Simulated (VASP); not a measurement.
# Mn (P6_3/mmc) in VASP: notebook

The runs below take Mn through single point, with PBE.

Program: VASP 6.6.1. These are calculated values, not measurements. Logs are shortened: lines on timing, memory, paths and dates and some standing lists are left out, and cuts for length are marked.

### 1 The cell of the first run

Symmetry: P6_3/mmc, No. 194, hexagonal system. Conventional cell: a = 1.975 Å, b = 1.975 Å, c = 3.168 Å, α = 90.00°, β = 90.00°, γ = 120.00°. Mn (site symmetry -6m2) has 12 Mn at 1.95 to 1.98 Å within 2.6 Å.

### 2 Single point, PBE (volume scaled by 0.5)

File INCAR:

```
SYSTEM = Mn
PREC = Accurate
ENCUT = 520
EDIFF = 1E-7
ISMEAR = -1
SIGMA = 0.05
LREAL = .FALSE.
LASPH = .TRUE.
NELM = 60
ALGO = Normal
ISIF = 2
LWAVE = .FALSE.
LCHARG = .FALSE.
GGA = PE
NBANDS = 20
```

File KPOINTS:

```
regular mesh
0
G
  17 17 9
  0 0 0
```

File POSCAR:

```
Mn
1.0
    1.9753601800      0.0000000000      0.0000000000
   -0.9876800900      1.7107120975      0.0000000000
    0.0000000000      0.0000000000      3.1681091864
Mn
2
Direct
    0.3333333333      0.6666666667      0.2500000000
    0.6666666667      0.3333333333      0.7500000000
```

Potentials or basis: VASP PAW PBE potentials, release 64 (Mn_pv).

Run with:

```
$ cat potpaw_PBE.64/Mn_pv/POTCAR > POTCAR
$ mpirun -np 1 vasp_std > vasp.out
```

OUTCAR:

```text
SYSTEM = Mn
   PREC = Accurate
   ENCUT = 520
   EDIFF = 1E-7
   ISMEAR = -1
   LREAL = .FALSE.
   LASPH = .TRUE.
   NELM = 60
   ISIF = 2
   GGA = PE

 ion  position               nearest neighbor table
   1  0.333  0.667  0.250-   2 1.95   2 1.95   2 1.95   2 1.95   2 1.95   2 1.95   2 2.78   2 2.78
                             2 2.78   2 2.78   2 2.78   2 2.78
   2  0.667  0.333  0.750-   1 1.95   1 1.95   1 1.95   1 1.95   1 1.95   1 1.95   1 2.78   1 2.78
                             1 2.78   1 2.78   1 2.78   1 2.78

  LATTYP: Found a hexagonal cell.
 ALAT       =     1.9753601800
 C/A-ratio  =     1.6038134303

  Lattice vectors:

 A1 = (   1.9753601800,   0.0000000000,   0.0000000000)
 A2 = (  -0.9876800900,   1.7107120975,   0.0000000000)
 A3 = (   0.0000000000,   0.0000000000,   3.1681091864)

Analysis of symmetry for initial positions (statically):
=====================================================================
 Subroutine PRICEL returns:
 Original cell was already a primitive cell.

 Routine SETGRP: Setting up the symmetry group for a
 hexagonal supercell.

 Subroutine GETGRP returns: Found 24 space group operations
 (whereof 12 operations were pure point group operations)
 out of a pool of 24 trial point group operations.

The static configuration has the point symmetry D_3d.
 The point group associated with its full space group is D_6h.

Analysis of symmetry for dynamics (positions and initial velocities):
=====================================================================
 Subroutine PRICEL returns:
 Original cell was already a primitive cell.

 Routine SETGRP: Setting up the symmetry group for a
 hexagonal supercell.

 Subroutine GETGRP returns: Found 24 space group operations
 (whereof 12 operations were pure point group operations)
 out of a pool of 24 trial point group operations.

The dynamic configuration has the point symmetry D_3d.
 The point group associated with its full space group is D_6h.

 Subroutine INISYM returns: Found 24 space group operations
 (whereof 12 operations are pure point group operations),
 and found     1 'primitive' translations

----------------------------------------------------------------------------------------

                                     Primitive cell

[... 83 lines left out ...]
   ICHARG =      2    charge: 1-file 2-atom 10-const
   ISPIN  =      1    spin polarized calculation?
   LNONCOLLINEAR =      F non collinear calculations
   LSORBIT =      F    spin-orbit coupling
   LASPH  =      T    aspherical Exc in radial PAW
   ENCUT  =  520.0 eV  38.22 Ry    6.18 a.u.   3.67  3.67  5.89*2*pi/ulx,y,z
   NELM   =     60;   NELMIN=  2; NELMDL= -5     # of ELM steps
   EDIFF  = 0.1E-06   stopping-criterion for ELM
   LREAL  =      F    real-space projection
   EDIFFG = 0.1E-05   stopping-criterion for IOM
   NSW    =      0    number of steps for IOM
   IBRION =     -1    ionic relax: 0-MD 1-quasi-New 2-CG
   NFREE  =      0    steps in history (QN), initial steepest desc. (CG)
   ISIF   =      2    stress and relaxation
   ISYM   =      2    0-nonsym 1-usesym 2-fastsym
   POTIM  = 0.5000    time-step for ionic-motion
   TEBEG  =    0.0;   TEEND  =   0.0 temperature during run
   PSTRESS=    0.0 pullay stress
   NELECT =      26.0000    total number of electrons
   NUPDOWN=      -1.0000    fix difference up-down
   EMIN   =  10.00;   EMAX   =-10.00  energy-range for DOS
   EFERMI =   0.00;   METHOD = LEGACY
   ISMEAR =    -1;   SIGMA  =   0.05  broadening in eV -4-tet -1-fermi 0-gaus
   EFERMI_NEDOS =   21; number of points for ismear=-14 and -15
   IALGO  =     38    algorithm
   IMIX   =      4    mixing-type and parameters
     AMIX     =   0.40;   BMIX     =  1.00
     AMIX_MAG =   1.60;   BMIX_MAG =  1.00
  volume/ion in A,a.u.               =       5.35        36.12
  Fermi-wavevector in a.u.,A,eV,Ry     =   2.200517  4.158375 65.883182  4.842277
  Thomas-Fermi vector in A             =   3.163125
   LORBIT       =      0    0 simple, 1 ext, 2 COOP (PROOUT), +10 PAW based schemes
   GGA     = PE    functional components
   LHFCALC =     F    Hartree Fock is set to
   AEXX    =    0.0000 exact exchange contribution
   IVDW    =     0    specifies the selected vdW correction
   LEPSILON=     F    determine dielectric tensor
   LRPA    =     F    only Hartree local field effects (RPA)
 non-spin polarized calculation
  energy-cutoff  :      520.00
  volume of cell :       10.71
 maximum number of plane-waves:       300
 NGX is ok and might be reduce to    16
   NGX =  7   NGY =  7   NGZ = 11

 number of electron      26.0000004 magnetization

 Free energy of the ion-electron system (eV)
  ---------------------------------------------------
  ext. energy  EPLUGINS =         0.00000000
  ---------------------------------------------------
  free energy    TOTEN  =        -2.19059530 eV

  energy without entropy =       -2.18388163  energy(sigma->0) =       -2.18723847

 E-fermi :  24.1950     XC(G=0): -18.7708

 val. band max:       24.1683137696   @ k =   0.3529   0.0588   0.1111
 cond. band min:      24.2163825852   @ k =   0.2941   0.1176   0.4444
 fundamental gap:      0.0480688156
 Fermi energy:        24.1949683570

 k-point     1 :       0.0000    0.0000    0.0000
  band No.  band energies     occupation
      1     -28.1722      2.00000
      2     -22.9845      2.00000
      3     -22.9845      2.00000
      4     -22.2508      2.00000
      5     -22.2508      2.00000
      6     -22.1343      2.00000
[... 541 lines left out ...]
     19      44.9796      0.00000
     20      49.2448      0.00000

 [... further k-points ...]

------------------------ aborting loop because EDIFF is reached ----------------------------------------

  FORCE on cell =-STRESS in cart. coord.  units (eV):
  Direction    XX          YY          ZZ          XY          YZ          ZX
  --------------------------------------------------------------------------------------
  -------------------------------------------------------------------------------------
  Total       57.7073890     57.7073890     58.1811080      0.0000000     -0.0000000      0.0000000
  in kB     8636.1195393   8636.1195393   8707.0133071      0.0000000     -0.0000000      0.0000000
  external PRESSURE =    8659.7507952 kB  Pullay stress =       0.0000000 kB

 VOLUME and BASIS-vectors are now :
 -----------------------------------------------------------------------------
  energy-cutoff  :      520.00
  volume of cell :       10.71
      direct lattice vectors                 reciprocal lattice vectors
     1.975360180  0.000000000  0.000000000     0.506236792  0.292275948  0.000000000
    -0.987680090  1.710712098  0.000000000     0.000000000  0.584551896  0.000000000
     0.000000000  0.000000000  3.168109186     0.000000000  0.000000000  0.315645687

 POSITION                                       TOTAL-FORCE (eV/Angst)
 -----------------------------------------------------------------------------------
     -0.00000      1.14047      0.79203        -0.000000      0.000000      0.000000
      0.98768      0.57024      2.37608         0.000000     -0.000000      0.000000
 -----------------------------------------------------------------------------------
    total drift:                               -0.000000      0.000000     -0.000000

  FREE ENERGIE OF THE ION-ELECTRON SYSTEM (eV)
  ---------------------------------------------------
  free  energy   TOTEN  =        -2.1905952990 eV

  energy  without entropy=       -2.1838816311  energy(sigma->0) =       -2.18723847
```

Run time: 18 s. Hardware: 1 thread of Intel Xeon 6975P-C, shared host; peak memory 0.14 GiB.

The run converged, but its numbers aren't listed here, since they failed a check.

Caveat: the cell differs from its parent crystal (volume scaled by 0.5); the run has no spin polarisation, though such a crystal can be magnetic.

### 3 Single point, PBE

This run uses another cell than the first one, of 6.21 Å³/atom, 1.160 times its volume.

File INCAR:

```
PREC = Accurate
ENCUT = 520
EDIFF = 1E-6
ISMEAR = -1
SIGMA = 0.05
LREAL = F
LASPH = T
NELM = 100
ALGO = Normal
ISIF = 2
LWAVE = F
LCHARG = F
GGA = PE
NBANDS = 20
```

File KPOINTS:

```
Automatic mesh
0
Gamma
  17 17 9
```

File POSCAR:

```
Mn
1.0
    2.0737299657      0.0000000000      0.0000000000
   -1.0368649829      1.7959028309      0.0000000000
    0.0000000000      0.0000000000      3.3346197116
Mn
2
Direct
    0.3333333333      0.6666666667      0.2500000000
    0.6666666667      0.3333333333      0.7500000000
```

Potentials or basis: VASP PAW PBE potentials, release 64 (Mn_pv).

Run with:

```
$ cat potpaw_PBE.64/Mn_pv/POTCAR > POTCAR
$ mpirun -np 1 vasp_std > vasp.out
```

Wall time 22 s (1 thread of Intel Xeon 6975P-C, shared host); peak memory 0.15 GiB.

It converged, with:

| Property | Result |
| --- | --- |
| Free energy | -9.2641 eV |
| Pressure | 495.3 GPa |
| Band gap on the k mesh | zero (band 13 reaches 22.73 eV, above the bottom of band 14 at 18.57 eV) |

Stress tensor (GPa, compression positive):
```
494.70   0.00   0.00
  0.00 494.70   0.00
  0.00   0.00 496.37
```

Levels at points of the mesh, in eV from the Fermi level:
```csv
k point,band 11,band 12,band 13,band 14,band 15,band 16
"(0.00, 0.00, 0.00)",-2.32,-1.32,-1.32,-0.28,-0.28,3.15
```

Caveat: the run has no spin polarisation, though such a crystal can be magnetic.

[end of part 1 of 2]
